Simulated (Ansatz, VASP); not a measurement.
## P: VASP beside Ansatz

Contents of INCAR:

```
SYSTEM = P
PREC     = Accurate       ! precision mode
ENCUT    = 600            ! plane-wave cutoff, eV
EDIFF    = 1E-6           ! SCF threshold, eV
ISMEAR   = 0              ! smearing method
SIGMA    = 0.1            ! smearing width, eV
LREAL    = .False.        ! projectors in reciprocal space
LASPH    = .True.         ! aspherical terms in the spheres
NELM     = 60             ! most SCF steps
ALGO     = Normal         ! electronic algorithm
ISIF     = 3              ! what is computed and relaxed
LWAVE    = .False.        ! write WAVECAR
LCHARG   = .False.        ! write CHGCAR
GGA      = PE             ! functional
IBRION   = 2              ! ionic algorithm
NSW      = 90             ! ionic steps
EDIFFG   = -0.04          ! ionic threshold
```

File KPOINTS:

```
Automatic mesh
0
Gamma
  3 3 6
  0 0 0
```

Contents of POSCAR:

```
P
1.0
    8.8958123700      0.0000000000      0.0000000000
   -4.4479061900      7.7039995000      0.0000000000
    0.0000000000      0.0000000000      3.5583255600
P
8
Direct
    0.5333333200      0.0666666400      0.2500000000
    0.9333333600      0.4666666800      0.2500000000
    0.5333333200      0.4666666800      0.2500000000
    0.4666666800      0.9333333600      0.7500000000
    0.0666666400      0.5333333200      0.7500000000
    0.4666666800      0.5333333200      0.7500000000
    0.3333333300      0.6666666700      0.7500000000
    0.6666666700      0.3333333300      0.2500000000
```

Input for Ansatz:

```yaml
crystal:
  lattice:
    - [8.89581237, 0.0, 0.0]
    - [-4.44790619, 7.7039995, 0.0]
    - [0.0, 0.0, 3.55832556]
  atoms:
    - { symbol: P, position: [0.53333332, 0.06666664, 0.25] }
    - { symbol: P, position: [0.93333336, 0.46666668, 0.25] }
    - { symbol: P, position: [0.53333332, 0.46666668, 0.25] }
    - { symbol: P, position: [0.46666668, 0.93333336, 0.75] }
    - { symbol: P, position: [0.06666664, 0.53333332, 0.75] }
    - { symbol: P, position: [0.46666668, 0.53333332, 0.75] }
    - { symbol: P, position: [0.33333333, 0.66666667, 0.75] }
    - { symbol: P, position: [0.66666667, 0.33333333, 0.25] }
basis:
  ecutwfc: 420
kpoints:
  mp_grid: { grid: [3, 3, 6] }
hamiltonian:
  xc: pbe
scf:
  occupations: { method: gaussian, width: 0.1 }
  lower_state_search: "off"
output:
  forces: true
  stress: true
  eigenvalues: true
relax:
  adjacent_minimum: "off"
  f_tol: 0.04
  max_steps: 70
  cell: { stress_tol: 0.4 }
```

Alike in both runs: task relaxation of cell and atoms; functional PBE; k mesh 3 × 3 × 6; occupations gaussian, width 0.1 eV; no spin polarisation.

```csv
,VASP,Ansatz
version,VASP 6.6.1,Ansatz 0.2.0
potentials or method,"VASP PAW PBE potentials, release 64 (P), cutoff 600 eV","scalar-relativistic, plane waves, PAW"
valence electrons in the cell,40,40
```

|  | VASP | Ansatz | Ansatz less VASP |
| --- | --- | --- | --- |
| gap on the k mesh at the Fermi level, each at its own relaxed structure (eV) | none | none | - |
| relaxed volume (Å³/atom) | 32.97 | 32.97 | +0.002 |
| relaxed cell length with the largest relative difference (Å) | 4.259 | 4.261 | +0.0023 |

A gap of «none» marks a metal or a gap that the smearing closes.
